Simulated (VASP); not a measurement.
# BN (P6_3/mmc) in VASP: further runs

Runs on BN. Level: PBE. Tasks: single point, relaxation of cell and atoms.

Program: VASP 6.6.1. These are calculated values, not measurements. Logs are shortened: lines on timing, memory, paths and dates and some standing lists are left out, and cuts for length are marked.

**1. The cell of the first run**

It takes space group P6_3/mmc (No. 194, hexagonal). The conventional cell has a = 2.512 Å, b = 2.512 Å, c = 8.370 Å, α = 90.00°, β = 90.00°, γ = 120.00°. B (site symmetry -6m2) has 3 N at 1.45 Å within 1.9 Å. N (site symmetry -6m2) has 3 B at 1.45 Å within 1.9 Å.

**2. Single point, PBE**

Contents of INCAR:

```
SYSTEM = BN
  ALGO = Normal
  EDIFF = 1E-6
  ENCUT = 520
  GGA = PE
  ISIF = 2
  ISMEAR = 0
  LASPH = .TRUE.
  LCHARG = .FALSE.
  LREAL = .FALSE.
  LWAVE = .FALSE.
  NBANDS = 16
  NELM = 100
  PREC = Accurate
  SIGMA = 0.01
```

Contents of KPOINTS:

```
k-points
0
G
  12 12 4
  0 0 0
```

Contents of POSCAR:

```
BN
1.0
    2.5121697361      0.0000000000      0.0000000000
   -1.2560848680      2.1756028101      0.0000000000
    0.0000000000      0.0000000000      8.3703510891
B N
2 2
Direct
    0.3333333333      0.6666666667      0.2500000000
    0.6666666667      0.3333333333      0.7500000000
    0.3333333333      0.6666666667      0.7500000000
    0.6666666667      0.3333333333      0.2500000000
```

Potentials or basis: VASP PAW PBE potentials, release 64 (B, N).

Command:

```sh
$ cat potpaw_PBE.64/B/POTCAR potpaw_PBE.64/N/POTCAR > POTCAR
$ mpirun -np 1 vasp_std > vasp.out
```

OUTCAR:

```text
SYSTEM = BN
   EDIFF = 1E-6
   ENCUT = 520
   GGA = PE
   ISIF = 2
   ISMEAR = 0
   LASPH = .TRUE.
   LREAL = .FALSE.
   NELM = 100
   PREC = Accurate

 ion  position               nearest neighbor table
   1  0.333  0.667  0.250-   4 1.45   4 1.45   4 1.45
   2  0.667  0.333  0.750-   3 1.45   3 1.45   3 1.45
   3  0.333  0.667  0.750-   2 1.45   2 1.45   2 1.45
   4  0.667  0.333  0.250-   1 1.45   1 1.45   1 1.45

  LATTYP: Found a hexagonal cell.
 ALAT       =     2.5121697361
 C/A-ratio  =     3.3319209959

  Lattice vectors:

 A1 = (   2.5121697361,   0.0000000000,   0.0000000000)
 A2 = (  -1.2560848680,   2.1756028101,   0.0000000000)
 A3 = (   0.0000000000,   0.0000000000,   8.3703510891)

Analysis of symmetry for initial positions (statically):
=====================================================================
 Subroutine PRICEL returns:
 Original cell was already a primitive cell.

 Routine SETGRP: Setting up the symmetry group for a
 hexagonal supercell.

 Subroutine GETGRP returns: Found 24 space group operations
 (whereof 12 operations were pure point group operations)
 out of a pool of 24 trial point group operations.

The static configuration has the point symmetry D_3d.
 The point group associated with its full space group is D_6h.

Analysis of symmetry for dynamics (positions and initial velocities):
=====================================================================
 Subroutine PRICEL returns:
 Original cell was already a primitive cell.

 Routine SETGRP: Setting up the symmetry group for a
 hexagonal supercell.

 Subroutine GETGRP returns: Found 24 space group operations
 (whereof 12 operations were pure point group operations)
 out of a pool of 24 trial point group operations.

The dynamic configuration has the point symmetry D_3d.
 The point group associated with its full space group is D_6h.

 Subroutine INISYM returns: Found 24 space group operations
 (whereof 12 operations are pure point group operations),
 and found     1 'primitive' translations

----------------------------------------------------------------------------------------

                                     Primitive cell

  volume of cell :      45.7480

  direct lattice vectors                    reciprocal lattice vectors
     2.512169736  0.000000000  0.000000000     0.398062275  0.229821362  0.000000000
    -1.256084868  2.175602810  0.000000000     0.000000000  0.459642723  0.000000000
     0.000000000  0.000000000  8.370351089     0.000000000  0.000000000  0.119469302

  length of vectors
     2.512169736  2.512169736  8.370351089     0.459642723  0.459642723  0.119469302

  position of ions in fractional coordinates (direct lattice)
     0.333333333  0.666666667  0.250000000
     0.666666667  0.333333333  0.750000000
     0.333333333  0.666666667  0.750000000
     0.666666667  0.333333333  0.250000000

  ion indices of the primitive-cell ions
   primitive index   ion index
                 1           1
                 2           2
                 3           3
                 4           4

----------------------------------------------------------------------------------------

 KPOINTS: k-points

Automatic generation of k-mesh.
 Grid dimensions read from file:
 generate k-points for:   12   12    4

 Generating k-lattice:

  Cartesian coordinates                     Fractional coordinates (reciprocal lattice)
     0.033171856  0.019151780  0.000000000     0.083333333  0.000000000  0.000000000
     0.000000000  0.038303560  0.000000000     0.000000000  0.083333333  0.000000000
     0.000000000  0.000000000  0.029867325     0.000000000  0.000000000  0.250000000

  Length of vectors
     0.038303560  0.038303560  0.029867325

  Shift w.r.t. Gamma in fractional coordinates (k-lattice)
     0.000000000  0.000000000  0.000000000

 Subroutine IBZKPT returns following result:
 ===========================================

 Found     57 irreducible k-points:

 Following reciprocal coordinates:
            Coordinates               Weight
  0.000000  0.000000  0.000000      1.000000
  0.083333 -0.000000  0.000000      6.000000
  0.166667 -0.000000  0.000000      6.000000
  0.250000 -0.000000  0.000000      6.000000
  0.333333  0.000000  0.000000      6.000000
  0.416667 -0.000000  0.000000      6.000000
[... 16 lines left out ...]
  0.250000 -0.000000  0.250000     12.000000
  0.333333  0.000000  0.250000     12.000000
 [... further k-points ...]
   k-points           NKPTS =     57   k-points in BZ     NKDIM =     57   number of bands    NBANDS=     16
   number of dos      NEDOS =    301   number of ions     NIONS =      4
   total plane-waves  NPLWV =  25600
   dimension x,y,z NGX =    20 NGY =   20 NGZ =   64
   dimension x,y,z NGXF=    40 NGYF=   40 NGZF=  128
   ions per type =               2   2
   NGX,Y,Z   is equivalent  to a cutoff of  13.24, 13.24, 12.71 a.u.
   NGXF,Y,Z  is equivalent  to a cutoff of  26.47, 26.47, 25.42 a.u.
 SYSTEM =  BN
   PREC   = accura    normal or accurate (medium, high low for compatibility)
   ISTART =      0    job   : 0-new  1-cont  2-samecut
   ICHARG =      2    charge: 1-file 2-atom 10-const
   ISPIN  =      1    spin polarized calculation?
   LNONCOLLINEAR =      F non collinear calculations
   LSORBIT =      F    spin-orbit coupling
   LASPH  =      T    aspherical Exc in radial PAW
   ENCUT  =  520.0 eV  38.22 Ry    6.18 a.u.   4.67  4.67 15.56*2*pi/ulx,y,z
   NELM   =    100;   NELMIN=  2; NELMDL= -5     # of ELM steps
   EDIFF  = 0.1E-05   stopping-criterion for ELM
   LREAL  =      F    real-space projection
   EDIFFG = 0.1E-04   stopping-criterion for IOM
   NSW    =      0    number of steps for IOM
   IBRION =     -1    ionic relax: 0-MD 1-quasi-New 2-CG
   NFREE  =      0    steps in history (QN), initial steepest desc. (CG)
   ISIF   =      2    stress and relaxation
   ISYM   =      2    0-nonsym 1-usesym 2-fastsym
   POTIM  = 0.5000    time-step for ionic-motion
   TEBEG  =    0.0;   TEEND  =   0.0 temperature during run
   PSTRESS=    0.0 pullay stress
   NELECT =      16.0000    total number of electrons
   NUPDOWN=      -1.0000    fix difference up-down
   EMIN   =  10.00;   EMAX   =-10.00  energy-range for DOS
   EFERMI =   0.00;   METHOD = LEGACY
   ISMEAR =     0;   SIGMA  =   0.01  broadening in eV -4-tet -1-fermi 0-gaus
   EFERMI_NEDOS =   21; number of points for ismear=-14 and -15
   IALGO  =     38    algorithm
   IMIX   =      4    mixing-type and parameters
     AMIX     =   0.40;   BMIX     =  1.00
     AMIX_MAG =   1.60;   BMIX_MAG =  1.00
  volume/ion in A,a.u.               =      11.44        77.18
  Fermi-wavevector in a.u.,A,eV,Ry     =   1.153429  2.179664 18.101159  1.330398
  Thomas-Fermi vector in A             =   2.290073
   LORBIT       =      0    0 simple, 1 ext, 2 COOP (PROOUT), +10 PAW based schemes
   GGA     = PE    functional components
   LHFCALC =     F    Hartree Fock is set to
   AEXX    =    0.0000 exact exchange contribution
   IVDW    =     0    specifies the selected vdW correction
   LEPSILON=     F    determine dielectric tensor
   LRPA    =     F    only Hartree local field effects (RPA)
 non-spin polarized calculation
 Gauss-broadening in eV      SIGMA  =   0.01
  energy-cutoff  :      520.00
  volume of cell :       45.75
 maximum number of plane-waves:      1267
 NGX is ok and might be reduce to    20
   NGX =  9   NGY =  9   NGZ = 31

 number of electron      15.9999998 magnetization

 Free energy of the ion-electron system (eV)
  ---------------------------------------------------
  ext. energy  EPLUGINS =         0.00000000
  ---------------------------------------------------
  free energy    TOTEN  =       -35.20726257 eV

  energy without entropy =      -35.20726257  energy(sigma->0) =      -35.20726257

 E-fermi :   0.6596     XC(G=0):  -8.5607

 val. band max:        0.5820040507   @ k =   0.3333   0.3333   0.5000
 cond. band min:       4.9722463737   @ k =   0.0000   0.0000   0.0000
 fundamental gap:      4.3902423230
 Fermi energy:         0.6595906106

 k-point     1 :       0.0000    0.0000    0.0000
  band No.  band energies     occupation
      1     -17.0485      2.00000
      2     -17.0088      2.00000
      3      -4.9021      2.00000
      4      -4.3114      2.00000
      5      -0.7683      2.00000
      6      -0.7683      2.00000
[... 8 lines left out ...]
     15      12.1023      0.00000
     16      12.9232      0.00000

 k-point     2 :       0.0833   -0.0000    0.0000
  band No.  band energies     occupation
      1     -16.9153      2.00000
      2     -16.8765      2.00000
      3      -4.7208      2.00000
      4      -4.1372      2.00000
      5      -1.3256      2.00000
      6      -1.3229      2.00000
[... 8 lines left out ...]
     15      12.6743      0.00000
     16      12.6890      0.00000

 k-point     3 :       0.1667   -0.0000    0.0000
  band No.  band energies     occupation
      1     -16.5235      2.00000
      2     -16.4871      2.00000
      3      -4.1846      2.00000
      4      -3.6234      2.00000
      5      -2.7312      2.00000
      6      -2.7251      2.00000
[... 8 lines left out ...]
     15      13.3528      0.00000
     16      14.2667      0.00000

 k-point     4 :       0.2500   -0.0000    0.0000
  band No.  band energies     occupation
      1     -15.9003      2.00000
      2     -15.8679      2.00000
      3      -4.5066      2.00000
      4      -4.5019      2.00000
      5      -3.3217      2.00000
      6      -2.8019      2.00000
[... 8 lines left out ...]
     15      13.7051      0.00000
     16      16.5169      0.00000
[... 324 lines left out ...]
 k-point    22 :       0.1667   -0.0000    0.2500
  band No.  band energies     occupation
      1     -16.5182      2.00000
      2     -16.4925      2.00000
      3      -4.1096      2.00000
      4      -3.7141      2.00000
      5      -2.7292      2.00000
      6      -2.7252      2.00000
[... 8 lines left out ...]
     15      14.1090      0.00000
     16      14.2691      0.00000

 k-point    23 :       0.2500   -0.0000    0.2500
  band No.  band energies     occupation
      1     -15.8956      2.00000
      2     -15.8727      2.00000
      3      -4.5064      2.00000
      4      -4.5031      2.00000
      5      -3.2505      2.00000
      6      -2.8837      2.00000
[... 8 lines left out ...]
     15      14.7730      0.00000
     16      16.5298      0.00000

 k-point    24 :       0.3333    0.0000    0.2500
  band No.  band energies     occupation
      1     -15.1104      2.00000
      2     -15.0918      2.00000
      3      -6.2737      2.00000
      4      -6.2694      2.00000
      5      -2.9905      2.00000
      6      -2.9868      2.00000
[... 8 lines left out ...]
     15      15.7871      0.00000
     16      18.0203      0.00000

 [... further k-points ...]
[... 5 lines left out ...]
  --------------------------------------------------------------------------------------
  -------------------------------------------------------------------------------------
  Total        0.0362833      0.0362833     -0.0221294      0.0000000      0.0000000      0.0000000
  in kB        1.2707047      1.2707047     -0.7750116      0.0000000      0.0000000      0.0000000
  external PRESSURE =       0.5887993 kB  Pullay stress =       0.0000000 kB

 VOLUME and BASIS-vectors are now :
 -----------------------------------------------------------------------------
  energy-cutoff  :      520.00
  volume of cell :       45.75
      direct lattice vectors                 reciprocal lattice vectors
     2.512169736  0.000000000  0.000000000     0.398062275  0.229821362  0.000000000
    -1.256084868  2.175602810  0.000000000     0.000000000  0.459642723  0.000000000
     0.000000000  0.000000000  8.370351089     0.000000000  0.000000000  0.119469302

 POSITION                                       TOTAL-FORCE (eV/Angst)
 -----------------------------------------------------------------------------------
     -0.00000      1.45040      2.09259         0.000000      0.000000      0.000000
      1.25608      0.72520      6.27776        -0.000000     -0.000000      0.000000
     -0.00000      1.45040      6.27776        -0.000000      0.000000      0.000000
      1.25608      0.72520      2.09259        -0.000000     -0.000000      0.000000
 -----------------------------------------------------------------------------------
    total drift:                               -0.000000      0.000000      0.000000

  FREE ENERGIE OF THE ION-ELECTRON SYSTEM (eV)
  ---------------------------------------------------
  free  energy   TOTEN  =       -35.2072625689 eV

  energy  without entropy=      -35.2072625689  energy(sigma->0) =      -35.20726257
```

It took 35 s on 1 thread of Intel Xeon Platinum 8259CL at 2.50GHz (Skylake/Cascade Lake), shared host; peak memory 0.17 GiB.

What came out:

```yaml
Free_energy: -35.2073 eV
Pressure: 0.1 GPa
Band_gap_on_the_k_mesh: 4.39 eV, indirect (least direct gap 4.66 eV)
```

Levels at points of the mesh, in eV from the valence-band top:
| k point | band 5 | band 6 | band 7 | band 8 | band 9 | band 10 | band 11 | band 12 |
| --- | --- | --- | --- | --- | --- | --- | --- | --- |
| (0.00, 0.00, 0.00) | -1.35 | -1.35 | -1.35 | -1.35 | 4.39 | 7.73 | 10.04 | 11.51 |
| (0.50, 0.00, 0.00) | -4.12 | -4.12 | -1.01 | -0.78 | 4.58 | 5.01 | 9.43 | 9.86 |
| (0.00, 0.00, 0.50) | -1.35 | -1.35 | -1.35 | -1.35 | 5.67 | 5.67 | 11.51 | 11.51 |
| (0.50, 0.00, 0.50) | -4.12 | -4.12 | -0.90 | -0.90 | 4.77 | 4.77 | 9.69 | 9.69 |

Caveat: this functional lacks dispersion, which binds the layers, so the pressure and a relaxed spacing across them are unreliable.

(Continued in part 2 of 2.)
